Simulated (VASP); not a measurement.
# AlN (Cmcm) in VASP: a series of runs, part 2 of 2

VASP 6.6.1. Earlier steps stand in the parts before.

## 5. Single point, PBE

This run uses another cell than the first one, of 8.02 Å³/atom, 0.883 times its volume.

File INCAR:

```
SYSTEM = AlN
PREC     = Accurate       ! precision mode
ENCUT    = 520            ! plane-wave cutoff, eV
EDIFF    = 1E-6           ! SCF threshold, eV
ISMEAR   = 0              ! smearing method
SIGMA    = 0.05           ! smearing width, eV
LREAL    = .FALSE.        ! projectors in reciprocal space
LASPH    = .TRUE.         ! aspherical terms in the spheres
NELM     = 100            ! most SCF steps
ALGO     = Normal         ! electronic algorithm
ISIF     = 2              ! what is computed and relaxed
LWAVE    = .FALSE.        ! write WAVECAR
LCHARG   = .FALSE.        ! write CHGCAR
GGA      = PE             ! functional
NBANDS   = 16             ! bands
```

File KPOINTS:

```
regular mesh
0
G
  8 8 6
  0 0 0
```

File POSCAR:

```
AlN
1.0
    0.0000000000     -2.0013268331     -2.0013268331
    0.0000000000      2.0013268331     -2.0013268331
    4.0026536662      0.0000000000      0.0000000000
Al N
2 2
Direct
    0.5173928713      0.4826071287      0.0000000000
   -0.0173928713      0.0173928713      0.5000000000
    0.4936900135      0.5063099865      0.5000000000
    0.0063099865      0.9936900135      0.0000000000
```

Potentials or basis: VASP PAW PBE potentials, release 64 (Al, N).

Launch:

```console
$ cat potpaw_PBE.64/Al/POTCAR potpaw_PBE.64/N/POTCAR > POTCAR
$ mpirun -np 1 vasp_std > vasp.out
```

OUTCAR:

```text
SYSTEM = AlN
   PREC = Accurate
   ENCUT = 520
   EDIFF = 1E-6
   ISMEAR = 0
   LREAL = .FALSE.
   LASPH = .TRUE.
   NELM = 100
   ISIF = 2
   GGA = PE

 ion  position               nearest neighbor table
   1  0.517  0.483  0.000-   4 1.96   4 2.00   4 2.00   3 2.00   3 2.00   4 2.05   2 2.73   2 2.73
                             2 2.83   2 2.83   2 2.83   2 2.83   2 2.93   2 2.93
   2  0.983  0.017  0.500-   3 1.96   3 2.00   3 2.00   4 2.00   4 2.00   3 2.05   1 2.73   1 2.73
                             1 2.83   1 2.83   1 2.83   1 2.83   1 2.93   1 2.93
   3  0.494  0.506  0.500-   2 1.96   2 2.00   2 2.00   1 2.00   1 2.00   2 2.05
   4  0.006  0.994  0.000-   1 1.96   1 2.00   1 2.00   2 2.00   2 2.00   1 2.05

  LATTYP: Found a simple tetragonal cell.
 ALAT       =     2.8303035501
 C/A-ratio  =     1.4142135624

  Lattice vectors:

 A1 = (   0.0000000000,  -2.0013268331,  -2.0013268331)
 A2 = (   0.0000000000,   2.0013268331,  -2.0013268331)
 A3 = (   4.0026536662,   0.0000000000,   0.0000000000)

Analysis of symmetry for initial positions (statically):
=====================================================================
 Subroutine PRICEL returns:
 Original cell was already a primitive cell.

 Routine SETGRP: Setting up the symmetry group for a
 simple tetragonal supercell.

 Subroutine GETGRP returns: Found  8 space group operations
 (whereof  4 operations were pure point group operations)
 out of a pool of 16 trial point group operations.

The static configuration has the point symmetry C_2v.
 The point group associated with its full space group is D_2h.

Analysis of symmetry for dynamics (positions and initial velocities):
=====================================================================
 Subroutine PRICEL returns:
 Original cell was already a primitive cell.

 Routine SETGRP: Setting up the symmetry group for a
 simple tetragonal supercell.

 Subroutine GETGRP returns: Found  8 space group operations
 (whereof  4 operations were pure point group operations)
 out of a pool of 16 trial point group operations.

The dynamic configuration has the point symmetry C_2v.
 The point group associated with its full space group is D_2h.

 Subroutine INISYM returns: Found  8 space group operations
 (whereof  4 operations are pure point group operations),
 and found     1 'primitive' translations

----------------------------------------------------------------------------------------

                                     Primitive cell

  volume of cell :      32.0637

  direct lattice vectors                    reciprocal lattice vectors
     0.000000000 -2.001326833 -2.001326833     0.000000000 -0.249834256 -0.249834256
     0.000000000  2.001326833 -2.001326833     0.000000000  0.249834256 -0.249834256
     4.002653666  0.000000000  0.000000000     0.249834256  0.000000000  0.000000000

  length of vectors
     2.830303550  2.830303550  4.002653666     0.353318993  0.353318993  0.249834256

  position of ions in fractional coordinates (direct lattice)
     0.517392871  0.482607129  0.000000000
     0.982607129  0.017392871  0.500000000
     0.493690014  0.506309986  0.500000000
     0.006309986  0.993690014  0.000000000

  ion indices of the primitive-cell ions
   primitive index   ion index
                 1           1
                 2           2
                 3           3
                 4           4

----------------------------------------------------------------------------------------

 KPOINTS: regular mesh

Automatic generation of k-mesh.
 Grid dimensions read from file:
 generate k-points for:    8    8    6

 Generating k-lattice:

  Cartesian coordinates                     Fractional coordinates (reciprocal lattice)
     0.000000000 -0.031229282 -0.031229282     0.125000000  0.000000000  0.000000000
     0.000000000  0.031229282 -0.031229282     0.000000000  0.125000000  0.000000000
     0.041639043  0.000000000  0.000000000     0.000000000  0.000000000  0.166666667

  Length of vectors
     0.044164874  0.044164874  0.041639043

  Shift w.r.t. Gamma in fractional coordinates (k-lattice)
     0.000000000  0.000000000  0.000000000

 Subroutine IBZKPT returns following result:
 ===========================================

 Found     84 irreducible k-points:

 Following reciprocal coordinates:
            Coordinates               Weight
  0.000000  0.000000  0.000000      1.000000
  0.125000  0.000000  0.000000      4.000000
  0.250000  0.000000  0.000000      4.000000
  0.375000  0.000000  0.000000      4.000000
  0.500000  0.000000  0.000000      2.000000
  0.125000  0.125000  0.000000      2.000000
[... 16 lines left out ...]
  0.125000  0.000000  0.166667      8.000000
  0.250000  0.000000  0.166667      8.000000
 [... further k-points ...]
   k-points           NKPTS =     84   k-points in BZ     NKDIM =     84   number of bands    NBANDS=     16
   number of dos      NEDOS =    301   number of ions     NIONS =      4
   total plane-waves  NPLWV =  17280
   dimension x,y,z NGX =    24 NGY =   24 NGZ =   30
   dimension x,y,z NGXF=    48 NGYF=   48 NGZF=   60
   ions per type =               2   2
   NGX,Y,Z   is equivalent  to a cutoff of  14.10, 14.10, 12.46 a.u.
   NGXF,Y,Z  is equivalent  to a cutoff of  28.19, 28.19, 24.92 a.u.
 SYSTEM =  AlN
   PREC   = accura    normal or accurate (medium, high low for compatibility)
   ISTART =      0    job   : 0-new  1-cont  2-samecut
   ICHARG =      2    charge: 1-file 2-atom 10-const
   ISPIN  =      1    spin polarized calculation?
   LNONCOLLINEAR =      F non collinear calculations
   LSORBIT =      F    spin-orbit coupling
   LASPH  =      T    aspherical Exc in radial PAW
   ENCUT  =  520.0 eV  38.22 Ry    6.18 a.u.   5.26  5.26  7.44*2*pi/ulx,y,z
   NELM   =    100;   NELMIN=  2; NELMDL= -5     # of ELM steps
   EDIFF  = 0.1E-05   stopping-criterion for ELM
   LREAL  =      F    real-space projection
[... 7 lines left out ...]
   TEBEG  =    0.0;   TEEND  =   0.0 temperature during run
   PSTRESS=    0.0 pullay stress
   NELECT =      16.0000    total number of electrons
   NUPDOWN=      -1.0000    fix difference up-down
   EMIN   =  10.00;   EMAX   =-10.00  energy-range for DOS
   EFERMI =   0.00;   METHOD = LEGACY
   ISMEAR =     0;   SIGMA  =   0.05  broadening in eV -4-tet -1-fermi 0-gaus
   EFERMI_NEDOS =   21; number of points for ismear=-14 and -15
   IALGO  =     38    algorithm
   IMIX   =      4    mixing-type and parameters
     AMIX     =   0.40;   BMIX     =  1.00
     AMIX_MAG =   1.60;   BMIX_MAG =  1.00
  volume/ion in A,a.u.               =       8.02        54.09
  Fermi-wavevector in a.u.,A,eV,Ry     =   1.298505  2.453818 22.940975  1.686114
  Thomas-Fermi vector in A             =   2.429829
   LORBIT       =      0    0 simple, 1 ext, 2 COOP (PROOUT), +10 PAW based schemes
   GGA     = PE    functional components
   LHFCALC =     F    Hartree Fock is set to
   AEXX    =    0.0000 exact exchange contribution
   IVDW    =     0    specifies the selected vdW correction
   LEPSILON=     F    determine dielectric tensor
   LRPA    =     F    only Hartree local field effects (RPA)
 non-spin polarized calculation
 Gauss-broadening in eV      SIGMA  =   0.05
  energy-cutoff  :      520.00
  volume of cell :       32.06
 maximum number of plane-waves:       888
 NGX is ok and might be reduce to    24
   NGX = 11   NGY = 11   NGZ = 15

 number of electron      15.9999998 magnetization

 Free energy of the ion-electron system (eV)
  ---------------------------------------------------
  ext. energy  EPLUGINS =         0.00000000
  ---------------------------------------------------
  free energy    TOTEN  =       -28.96423637 eV

  energy without entropy =      -28.96423637  energy(sigma->0) =      -28.96423637

 E-fermi :  10.6011     XC(G=0): -12.4274

 val. band max:       10.3646761835   @ k =   0.0000   0.0000   0.0000
 cond. band min:      15.2361127496   @ k =   0.5000   0.5000   0.0000
 fundamental gap:      4.8714365660
 Fermi energy:        10.6011070389

 k-point     1 :       0.0000    0.0000    0.0000
  band No.  band energies     occupation
      1      -7.4714      2.00000
      2      -3.0660      2.00000
      3       2.7756      2.00000
      4       7.4842      2.00000
      5       7.4861      2.00000
      6      10.3399      2.00000
[... 8 lines left out ...]
     15      24.9384      0.00000
     16      27.9748      0.00000
[... 419 lines left out ...]
 k-point    24 :       0.2500    0.0000    0.1667
  band No.  band energies     occupation
      1      -6.4296      2.00000
      2      -3.3672      2.00000
      3       3.3732      2.00000
      4       5.6753      2.00000
      5       6.6172      2.00000
      6       8.1110      2.00000
[... 8 lines left out ...]
     15      23.2628      0.00000
     16      24.9709      0.00000

 [... further k-points ...]
[... 5 lines left out ...]
  --------------------------------------------------------------------------------------
  -------------------------------------------------------------------------------------
  Total        2.8625454      3.0032251      2.6731941      0.0000000      0.0000000      0.0000000
  in kB      143.0371726    150.0667286    133.5755703      0.0000000      0.0000000      0.0000000
  external PRESSURE =     142.2264905 kB  Pullay stress =       0.0000000 kB

 VOLUME and BASIS-vectors are now :
 -----------------------------------------------------------------------------
  energy-cutoff  :      520.00
  volume of cell :       32.06
      direct lattice vectors                 reciprocal lattice vectors
     0.000000000 -2.001326833 -2.001326833     0.000000000 -0.249834256 -0.249834256
     0.000000000  2.001326833 -2.001326833     0.000000000  0.249834256 -0.249834256
     4.002653666  0.000000000  0.000000000     0.249834256  0.000000000  0.000000000

 POSITION                                       TOTAL-FORCE (eV/Angst)
 -----------------------------------------------------------------------------------
      0.00000     -0.06962     -2.00133         0.000000      0.836394      0.000000
      2.00133     -1.93171     -2.00133         0.000000     -0.836394      0.000000
      2.00133      0.02526     -2.00133         0.000000     -0.058616      0.000000
      0.00000      1.97607     -2.00133         0.000000      0.058616      0.000000
 -----------------------------------------------------------------------------------
    total drift:                                0.000000      0.000000      0.000000

  FREE ENERGIE OF THE ION-ELECTRON SYSTEM (eV)
  ---------------------------------------------------
  free  energy   TOTEN  =       -28.9642363653 eV

  energy  without entropy=      -28.9642363653  energy(sigma->0) =      -28.96423637
```

It took 24 s on 1 thread of Intel Xeon Platinum 8259CL at 2.50GHz (Skylake/Cascade Lake), shared host; peak memory 0.16 GiB.

Results:

* Free energy: -28.9642 eV
* Pressure: 14.2 GPa
* Largest force: 0.836 eV/Å
* Band gap on the k mesh: 4.87 eV

Forces on the atoms (eV/Å):
```
Al   0.000  0.836  0.000
Al   0.000 -0.836  0.000
N    0.000 -0.059  0.000
N    0.000  0.059  0.000
```

A k mesh can miss the band edges.

## 6. Single point, PBE

This run uses another cell than the first one, of 8.02 Å³/atom, 0.883 times its volume.

File INCAR:

```
ALGO = Normal
EDIFF = 1E-7
ENCUT = 520
GGA = PE
ISIF = 2
ISMEAR = 0
LASPH = T
LCHARG = T
LELF = T
LREAL = F
LVHAR = T
LWAVE = F
NBANDS = 16
NELM = 60
PREC = Accurate
SIGMA = 0.05
```

File KPOINTS:

```
k-points
0
Gamma
  8 8 6
```

File POSCAR:

```
AlN
1.0
    0.0000000000     -2.0013268331     -2.0013268331
    0.0000000000      2.0013268331     -2.0013268331
    4.0026536662      0.0000000000      0.0000000000
Al N
2 2
Direct
    0.5289881188      0.4710118812      0.0000000000
   -0.0289881188      0.0289881188      0.5000000000
    0.4894833559      0.5105166441      0.5000000000
    0.0105166441      0.9894833559      0.0000000000
```

Potentials or basis: VASP PAW PBE potentials, release 64 (Al, N).

Launch:

```console
$ cat potpaw_PBE.64/Al/POTCAR potpaw_PBE.64/N/POTCAR > POTCAR
$ mpirun -np 1 vasp_std > vasp.out
```

Run time: 41 s. Hardware: 1 thread of Intel Xeon Platinum 8259CL at 2.50GHz (Skylake/Cascade Lake), shared host; peak memory 0.16 GiB.

It converged, with:

```
Free energy            : -28.8573 eV
Pressure               : 15.2 GPa
Largest force          : 1.422 eV/Å
Band gap on the k mesh : 4.82 eV, indirect (least direct gap 4.90 eV)
```

Forces on the atoms (eV/Å):
```
Al   0.000  1.422  0.000
Al   0.000 -1.422  0.000
N    0.000 -0.082  0.000
N    0.000  0.082  0.000
```

Stress tensor (GPa, compression positive):
```
15.44  0.00  0.00
 0.00 17.33  0.00
 0.00  0.00 12.77
```

Levels at points of the mesh, in eV from the valence-band top:
| k point | band 4 | band 5 | band 6 | band 7 | band 8 | band 9 | band 10 | band 11 | band 12 | band 13 |
| --- | --- | --- | --- | --- | --- | --- | --- | --- | --- | --- |
| (0.00, 0.00, 0.00) | -2.89 | -2.88 | -0.07 | -0.02 | 0.00 | 4.90 | 5.25 | 6.05 | 11.88 | 12.23 |
| (0.50, 0.00, 0.00) | -6.05 | -4.28 | -4.27 | -1.23 | -1.16 | 8.32 | 8.75 | 10.19 | 10.68 | 11.09 |
| (0.50, 0.50, 0.00) | -7.59 | -2.89 | -2.89 | -2.88 | -2.87 | 4.82 | 4.88 | 5.16 | 5.24 | 14.35 |
| (0.00, 0.00, 0.50) | -3.89 | -1.69 | -1.69 | -1.68 | -1.68 | 7.44 | 7.44 | 8.06 | 8.06 | 11.45 |
| (0.50, 0.00, 0.50) | -8.51 | -1.14 | -1.14 | -1.12 | -1.12 | 6.26 | 6.26 | 11.17 | 11.17 | 11.23 |
| (0.50, 0.50, 0.50) | -5.88 | -5.87 | -5.87 | -3.99 | -3.99 | 8.34 | 8.34 | 10.77 | 10.77 | 10.86 |

Caveat: forces of over 1 eV/Å act on the atoms, so gaps and moduli don't describe the material at rest.
